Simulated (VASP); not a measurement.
# CdI2 (P-3m1) in VASP: notebook

CdI2 is run at these levels: PBEsol; tasks: electric field gradients.

Program: VASP 6.6.1. These are calculated values, not measurements. Logs are shortened: lines on timing, memory, paths and dates and some standing lists are left out, and cuts for length are marked.

### Step 1. The cell of the first run

The structure is trigonal, space group P-3m1 (No. 164). The conventional cell has a = 4.244 Å, b = 4.244 Å, c = 6.928 Å, α = 90.00°, β = 90.00°, γ = 120.00°. Within 3.9 Å of Cd (site symmetry -3m) lie 6 I at 3.00 Å. I (site symmetry 3m) has 3 Cd at 3.00 Å within 3.9 Å.

### Step 2. Electric field gradients, PBEsol (zz strain of +1 %)

File INCAR:

```
  PREC = Accurate
  ENCUT = 400
  EDIFF = 1E-8
  ISMEAR = -1
  SIGMA = 0.03
  LREAL = False
  LASPH = True
  NELM = 120
  ALGO = Normal
  ISIF = 2
  LWAVE = False
  LCHARG = False
  GGA = PS
  LEFG = True
  NBANDS = 20
  GGA_COMPAT = False
```

File KPOINTS:

```
Automatic mesh
0
Gamma
  8 8 5
```

File POSCAR:

```
CdI2
1.0
    4.2439992147      0.0000000000      0.0000000000
   -2.1219996073      3.6754111335      0.0000000000
    0.0000000000      0.0000000000      6.9275900000
Cd I
1 2
Direct
    0.0000000000      0.0000000000      0.0000000000
    0.3333333333      0.6666666667      0.2492000000
    0.6666666667      0.3333333333      0.7508000000
```

Potentials or basis: VASP PAW PBE potentials, release 64 (Cd, I).

The run is started by

```
> cat potpaw_PBE.64/Cd/POTCAR potpaw_PBE.64/I/POTCAR > POTCAR
> mpirun -np 1 vasp_std > vasp.out
```

OUTCAR:

```text
PREC = Accurate
   ENCUT = 400
   EDIFF = 1E-8
   ISMEAR = -1
   LREAL = False
   LASPH = True
   NELM = 120
   ISIF = 2
   GGA = PS

 ion  position               nearest neighbor table
   1  0.000  0.000  0.000-   2 3.00   3 3.00   2 3.00   3 3.00   3 3.00   2 3.00
   2  0.333  0.667  0.249-   1 3.00   1 3.00   1 3.00
   3  0.667  0.333  0.751-   1 3.00   1 3.00   1 3.00

  LATTYP: Found a hexagonal cell.
 ALAT       =     4.2439992147
 C/A-ratio  =     1.6323259382

  Lattice vectors:

 A1 = (   4.2439992147,   0.0000000000,   0.0000000000)
 A2 = (  -2.1219996073,   3.6754111335,   0.0000000000)
 A3 = (   0.0000000000,   0.0000000000,   6.9275900000)

Analysis of symmetry for initial positions (statically):
=====================================================================
 Subroutine PRICEL returns:
 Original cell was already a primitive cell.

 Routine SETGRP: Setting up the symmetry group for a
 hexagonal supercell.

 Subroutine GETGRP returns: Found 12 space group operations
 (whereof 12 operations were pure point group operations)
 out of a pool of 24 trial point group operations.

The static configuration has the point symmetry D_3d.

Analysis of symmetry for dynamics (positions and initial velocities):
=====================================================================
 Subroutine PRICEL returns:
 Original cell was already a primitive cell.

 Routine SETGRP: Setting up the symmetry group for a
 hexagonal supercell.

 Subroutine GETGRP returns: Found 12 space group operations
 (whereof 12 operations were pure point group operations)
 out of a pool of 24 trial point group operations.

The dynamic configuration has the point symmetry D_3d.

 Subroutine INISYM returns: Found 12 space group operations
 (whereof 12 operations are pure point group operations),
 and found     1 'primitive' translations

----------------------------------------------------------------------------------------

                                     Primitive cell

  volume of cell :     108.0596

  direct lattice vectors                    reciprocal lattice vectors
     4.243999215  0.000000000  0.000000000     0.235626811  0.136039203  0.000000000
[... 119 lines left out ...]
 non-spin polarized calculation
  energy-cutoff  :      400.00
  volume of cell :      108.06
 maximum number of plane-waves:      1977
   NGX = 13   NGY = 13   NGZ = 23

 number of electron      26.0000006 magnetization

 Free energy of the ion-electron system (eV)
  ---------------------------------------------------
  ext. energy  EPLUGINS =         0.00000000
  ---------------------------------------------------
  free energy    TOTEN  =        -6.37106039 eV

  energy without entropy =       -6.37106039  energy(sigma->0) =       -6.37106039

 E-fermi :   2.4683     XC(G=0):  -8.7112

 val. band max:        1.8410637645   @ k =   0.1250  -0.0000   0.2000
 cond. band min:       4.0907611451   @ k =   0.5000  -0.0000   0.4000
 fundamental gap:      2.2496973806
 Fermi energy:         2.4682784554

 k-point     1 :       0.0000    0.0000    0.0000
  band No.  band energies     occupation
      1     -10.3068      2.00000
      2      -9.6236      2.00000
      3      -5.7149      2.00000
      4      -5.7149      2.00000
      5      -5.6023      2.00000
      6      -5.5172      2.00000
[... 541 lines left out ...]
     19       9.5039      0.00000
     20      10.7400      0.00000

 [... further k-points ...]
[... 5 lines left out ...]
  --------------------------------------------------------------------------------------
  -------------------------------------------------------------------------------------
  Total       -0.5094484     -0.5094484     -0.5509968     -0.0000000      0.0000000     -0.0000000
  in kB       -7.5534852     -7.5534852     -8.1695151     -0.0000000      0.0000000     -0.0000000
  external PRESSURE =      -7.7588285 kB  Pullay stress =       0.0000000 kB

 VOLUME and BASIS-vectors are now :
 -----------------------------------------------------------------------------
  energy-cutoff  :      400.00
  volume of cell :      108.06
      direct lattice vectors                 reciprocal lattice vectors
     4.243999215  0.000000000  0.000000000     0.235626811  0.136039203  0.000000000
    -2.121999607  3.675411133  0.000000000     0.000000000  0.272078405  0.000000000
     0.000000000  0.000000000  6.927590000     0.000000000  0.000000000  0.144350344

 POSITION                                       TOTAL-FORCE (eV/Angst)
 -----------------------------------------------------------------------------------
      0.00000      0.00000      0.00000         0.000000      0.000000      0.000000
     -0.00000      2.45027      1.72636         0.000000     -0.000000     -0.145170
      2.12200      1.22514      5.20123        -0.000000      0.000000      0.145170
 -----------------------------------------------------------------------------------
    total drift:                               -0.000000      0.000000      0.000000

  FREE ENERGIE OF THE ION-ELECTRON SYSTEM (eV)
  ---------------------------------------------------
  free  energy   TOTEN  =        -6.3710603929 eV

  energy  without entropy=       -6.3710603929  energy(sigma->0) =       -6.37106039

 Electric field gradients (V/A^2)
---------------------------------------------------------------------
 ion       V_xx      V_yy      V_zz      V_xy      V_xz      V_yz
---------------------------------------------------------------------
   1      -0.149    -0.150     0.299    -0.001     0.000    -0.000
   2      22.873    22.872   -45.745    -0.000     0.000    -0.000
   3      22.873    22.872   -45.745    -0.000     0.000    -0.000
---------------------------------------------------------------------

 Electric field gradients after diagonalization (V/A^2)
 (convention: |V_zz| > |V_xx| > |V_yy|)
----------------------------------------------------------------------
 ion       V_xx      V_yy      V_zz     asymmetry (V_yy - V_xx)/ V_zz
----------------------------------------------------------------------
   1      -0.150    -0.148     0.299       0.007
   2      22.873    22.872   -45.745       0.000
   3      22.873    22.872   -45.745       0.000
----------------------------------------------------------------------

           NMR quadrupolar parameters

 Cq : quadrupolar parameter    Cq=e*Q*V_zz/h
 eta: asymmetry parameters     (V_yy - V_xx)/ V_zz
 Q  : nuclear electric quadrupole moment in mb (millibarn)
----------------------------------------------------------------------
 ion       Cq(MHz)       eta       Q (mb)
----------------------------------------------------------------------
   1       0.001       0.007       1.000
   2      -0.111       0.000       1.000
   3      -0.111       0.000       1.000
----------------------------------------------------------------------
```

Wall time 90 s (1 thread of AMD EPYC 7R13, shared host); peak memory 0.18 GiB.

What came out:

```yaml
Free_energy: -6.3711 eV
Pressure: -0.8 GPa
Largest_force: 0.145 eV/Å
Band_gap_on_the_k_mesh: 2.25 eV (least direct gap 2.48 eV)
Largest_electric_field_gradient_by_atom: Cd +0.3; I -45.7 V/Å²
```

Forces in eV/Å, atoms in the order of the input:
```
Cd   0.000  0.000  0.000
I    0.000  0.000 -0.145
I    0.000  0.000  0.145
```

Electric field gradients, principal values (V/Å²):
```csv
atom,least,middle,greatest (by size)
1 Cd,-0.148,-0.150,0.299
2 I,22.872,22.873,-45.745
3 I,22.872,22.873,-45.745
```

Caveat: the cell differs from its parent crystal (zz strain of +1 %); without QUAD_EFG the Cq values of the log hold for a quadrupole moment of 1 mb, not for the nuclei; the PAW data sets were made with another functional, which shifts forces and pressure a little; spin-orbit coupling is left out, which moves the levels of the heavy elements; an odd mesh through Γ misses points on the zone boundary, where band edges can lie; this functional lacks dispersion, which binds the layers, so the pressure and a relaxed spacing across them are unreliable.

### Step 3. Electric field gradients, PBEsol (36.38 Å³/atom)

This run uses another cell than the first one, of 36.38 Å³/atom.

File INCAR:

```
ALGO     = Normal         # electronic algorithm
EDIFF    = 1E-8           # SCF threshold, eV
ENCUT    = 400            # plane-wave cutoff, eV
GGA      = PS             # functional
GGA_COMPAT= False        
ISIF     = 2              # what is computed and relaxed
ISMEAR   = -1             # smearing method
LASPH    = True           # aspherical terms in the spheres
LCHARG   = False          # write CHGCAR
LEFG     = True         
LREAL    = False          # projectors in reciprocal space
LWAVE    = False          # write WAVECAR
NBANDS   = 20             # bands
NELM     = 120            # most SCF steps
PREC     = Accurate       # precision mode
SIGMA    = 0.03           # smearing width, eV
```

File KPOINTS:

```
k-points
0
Gamma
  8 8 5
```

File POSCAR:

```
CdI2
1.0
    4.2721059889      0.0000000000      0.0000000000
   -2.1360529944      3.6997523140      0.0000000000
    0.0000000000      0.0000000000      6.9044251649
Cd I
1 2
Direct
    0.0000000000      0.0000000000      0.0000000000
    0.3333333333      0.6666666667      0.2492000000
    0.6666666667      0.3333333333      0.7508000000
```

Potentials or basis: VASP PAW PBE potentials, release 64 (Cd, I).

The run is started by

```
> cat potpaw_PBE.64/Cd/POTCAR potpaw_PBE.64/I/POTCAR > POTCAR
> mpirun -np 1 vasp_std > vasp.out
```

OUTCAR:

```text
EDIFF = 1E-8
   ENCUT = 400
   GGA = PS
   ISIF = 2
   ISMEAR = -1
   LASPH = True
   LREAL = False
   NELM = 120
   PREC = Accurate

 ion  position               nearest neighbor table
   1  0.000  0.000  0.000-   2 3.01   3 3.01   2 3.01   3 3.01   3 3.01   2 3.01
   2  0.333  0.667  0.249-   1 3.01   1 3.01   1 3.01
   3  0.667  0.333  0.751-   1 3.01   1 3.01   1 3.01

  LATTYP: Found a hexagonal cell.
 ALAT       =     4.2721059889
 C/A-ratio  =     1.6161642953

  Lattice vectors:

 A1 = (   4.2721059889,   0.0000000000,   0.0000000000)
 A2 = (  -2.1360529944,   3.6997523140,   0.0000000000)
 A3 = (   0.0000000000,   0.0000000000,   6.9044251649)

Analysis of symmetry for initial positions (statically):
=====================================================================
 Subroutine PRICEL returns:
 Original cell was already a primitive cell.

[... 748 lines left out ...]
     0.000000000  0.000000000  6.904425165     0.000000000  0.000000000  0.144834650

 POSITION                                       TOTAL-FORCE (eV/Angst)
 -----------------------------------------------------------------------------------
      0.00000      0.00000      0.00000         0.000000      0.000000      0.000000
     -0.00000      2.46650      1.72058         0.000000     -0.000000     -0.175271
      2.13605      1.23325      5.18384        -0.000000      0.000000      0.175271
 -----------------------------------------------------------------------------------
    total drift:                               -0.000000      0.000000      0.000000

  FREE ENERGIE OF THE ION-ELECTRON SYSTEM (eV)
  ---------------------------------------------------
  free  energy   TOTEN  =        -6.3659167738 eV

  energy  without entropy=       -6.3659167738  energy(sigma->0) =       -6.36591677

 Electric field gradients (V/A^2)
---------------------------------------------------------------------
 ion       V_xx      V_yy      V_zz      V_xy      V_xz      V_yz
---------------------------------------------------------------------
   1      -0.902    -0.902     1.804     0.000     0.000    -0.000
   2      27.852    27.852   -55.704    -0.000     0.000    -0.000
   3      27.852    27.852   -55.704    -0.000     0.000    -0.000
---------------------------------------------------------------------

 Electric field gradients after diagonalization (V/A^2)
 (convention: |V_zz| > |V_xx| > |V_yy|)
----------------------------------------------------------------------
 ion       V_xx      V_yy      V_zz     asymmetry (V_yy - V_xx)/ V_zz
----------------------------------------------------------------------
   1      -0.902    -0.902     1.804       0.000
   2      27.852    27.852   -55.704       0.000
   3      27.852    27.852   -55.704       0.000
----------------------------------------------------------------------

           NMR quadrupolar parameters

 Cq : quadrupolar parameter    Cq=e*Q*V_zz/h
 eta: asymmetry parameters     (V_yy - V_xx)/ V_zz
 Q  : nuclear electric quadrupole moment in mb (millibarn)
----------------------------------------------------------------------
 ion       Cq(MHz)       eta       Q (mb)
----------------------------------------------------------------------
   1       0.004       0.000       1.000
   2      -0.135       0.000       1.000
   3      -0.135       0.000       1.000
----------------------------------------------------------------------
```

OSZICAR:

```text
N       E                     dE             d eps       ncg     rms          rms(c)
DAV:   1     0.139298087547E+03    0.13930E+03   -0.99490E+03  1608   0.897E+02
DAV:   2     0.124681623565E+01   -0.13805E+03   -0.13405E+03  1952   0.226E+02
DAV:   3    -0.658225652688E+01   -0.78291E+01   -0.78082E+01  1916   0.543E+01
DAV:   4    -0.670966445231E+01   -0.12741E+00   -0.12739E+00  2160   0.663E+00
DAV:   5    -0.671056315036E+01   -0.89870E-03   -0.89867E-03  1904   0.590E-01    0.607E+00
DAV:   6    -0.639461833593E+01    0.31594E+00   -0.60704E-01  1668   0.821E+00    0.508E+00
DAV:   7    -0.636774433169E+01    0.26874E-01   -0.16713E-01  1820   0.251E+00    0.222E+00
DAV:   8    -0.636615631465E+01    0.15880E-02   -0.21551E-02  1752   0.157E+00    0.343E-01
DAV:   9    -0.636592876082E+01    0.22755E-03   -0.24510E-03  1824   0.526E-01    0.108E-01
DAV:  10    -0.636591111428E+01    0.17647E-04   -0.29098E-04  1784   0.171E-01    0.406E-02
DAV:  11    -0.636591767460E+01   -0.65603E-05   -0.28684E-05  1840   0.425E-02    0.200E-02
DAV:  12    -0.636591737943E+01    0.29518E-06   -0.20015E-06  1820   0.122E-02    0.139E-02
DAV:  13    -0.636591683712E+01    0.54231E-06   -0.30629E-06  1760   0.162E-02    0.193E-03
DAV:  14    -0.636591676817E+01    0.68952E-07   -0.28029E-07  1812   0.535E-03    0.105E-03
DAV:  15    -0.636591677384E+01   -0.56712E-08   -0.18609E-08  1692   0.674E-04
   1 F= -.63659168E+01 E0= -.63659168E+01  d E =-.179958E-10
```

Wall time 76 s (1 thread of AMD EPYC 7R13, shared host); peak memory 0.18 GiB.

Results:

| Quantity | Value |
| --- | --- |
| Free energy | -6.3659 eV |
| Pressure | -1.1 GPa |
| Largest force | 0.175 eV/Å |
| Band gap on the k mesh | 2.27 eV (least direct gap 2.42 eV) |
| Largest electric field gradient by atom | Cd +1.8; I -55.7 V/Å² |

Forces on the atoms (eV/Å):
```
Cd   0.000  0.000  0.000
I    0.000  0.000 -0.175
I    0.000  0.000  0.175
```

Levels at points of the mesh, in eV from the valence-band top:
```
           k point  band 11  band 12  band 13  band 14  band 15  band 16
(0.00, 0.00, 0.00)    -0.17    -0.17    -0.13     2.29     4.32     6.23
(0.50, 0.00, 0.00)    -1.50    -0.70    -0.14     2.56     4.87     5.84
```

Electric field gradients, principal values (V/Å²):
| atom | least | middle | greatest (by size) |
| --- | --- | --- | --- |
| 1 Cd | -0.902 | -0.902 | 1.804 |
| 2 I | 27.852 | 27.852 | -55.704 |
| 3 I | 27.852 | 27.852 | -55.704 |

Caveat: without QUAD_EFG the Cq values of the log hold for a quadrupole moment of 1 mb, not for the nuclei; the PAW data sets were made with another functional, which shifts forces and pressure a little; spin-orbit coupling is left out, which moves the levels of the heavy elements; an odd mesh through Γ misses points on the zone boundary, where band edges can lie; this functional lacks dispersion, which binds the layers, so the pressure and a relaxed spacing across them are unreliable.

(Continued in part 2 of 3.)
